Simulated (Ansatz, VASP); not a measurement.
# One calculation of Be, two programs

```xyz
2
Lattice="2.2548 0.0000 0.0000 -1.1274 1.9527 0.0000 0.0000 0.0000 3.5579" Properties=species:S:1:pos:R:3 pbc="T T T"
Be    0.0000    1.3018    0.8895
Be    1.1274    0.6509    2.6685
```

Alike in both runs: task single point; functional PBEsol; k mesh 9 × 9 × 4; occupations gaussian, width 0.1 eV; no spin polarisation.

|  | VASP | Ansatz |
| --- | --- | --- |
| version | VASP 6.6.1 | Ansatz 0.2.0 |
| potentials or method | VASP PAW PBE potentials, release 64 (Be), cutoff 600 eV | scalar-relativistic, plane waves, PAW |
| valence electrons in the cell | 4 | 4 |

|  | VASP | Ansatz | Ansatz less VASP |
| --- | --- | --- | --- |
| gap on the k mesh at the Fermi level (eV) | none | none | - |
| pressure (GPa) | 0.4 | 0.0 | -0.42 |
| traceless stress, the component that is largest in VASP (GPa) | -2.25 | -2.30 | -0.054 |

VASP's potentials were made for PBE, not for PBEsol, and Ansatz warns of the same on its side. A gap of «none» marks a metal or a gap that the smearing closes.

The k mesh is coarse, so the values compare programs but aren't converged.
